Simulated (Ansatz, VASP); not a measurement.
**AlGa3N4: VASP beside Ansatz**

```
Al Ga N
1.0
     0.00000    0.00000   -5.14154
     3.16444    5.48097    0.00000
     3.16271   -5.47997    0.00000
Al Ga N
2 6 8
Direct
  0.00163 0.16742 0.33484
  0.50163 0.33258 0.66516
  0.00102 0.16799 0.83268
  0.00127 0.66629 0.33259
  0.00102 0.66468 0.83268
  0.50102 0.33201 0.16732
  0.50127 0.83371 0.66741
  0.50102 0.83532 0.16732
  0.63126 0.17024 0.34048
  0.62058 0.17060 0.83035
  0.62264 0.66644 0.33288
  0.62058 0.65975 0.83035
  0.13126 0.32976 0.65952
  0.12058 0.32940 0.16965
  0.12264 0.83356 0.66712
  0.12058 0.84025 0.16965
```

Alike in both runs: task single point; functional PBEsol; k mesh 6 × 6 × 6; occupations gaussian, width 0.02 eV; no spin polarisation.

|  | VASP | Ansatz |
| --- | --- | --- |
| version | VASP 6.6.1 | Ansatz 0.2.0 |
| potentials or method | VASP PAW PBE potentials, release 64 (Al, Ga_d, N), cutoff 520 eV | scalar-relativistic, plane waves, PAW |
| valence electrons in the cell | 124 | 124 |

Ansatz gave:

| Quantity | Value |
| --- | --- |
| gap on the k mesh at the Fermi level (eV) | 2.40 |
| least direct gap on the mesh (eV) | 2.40 |
| pressure (GPa) | 0.0 |
| rms of the force components (eV/Å) | 0.002 |

**Question.** Estimate VASP's values.

**Answer.** gap on the k mesh at the Fermi level (eV): 2.41; least direct gap on the mesh (eV): 2.41; pressure (GPa): -0.1; rms of the force components (eV/Å): 0.005.

VASP's potentials were made for PBE, not for PBEsol.
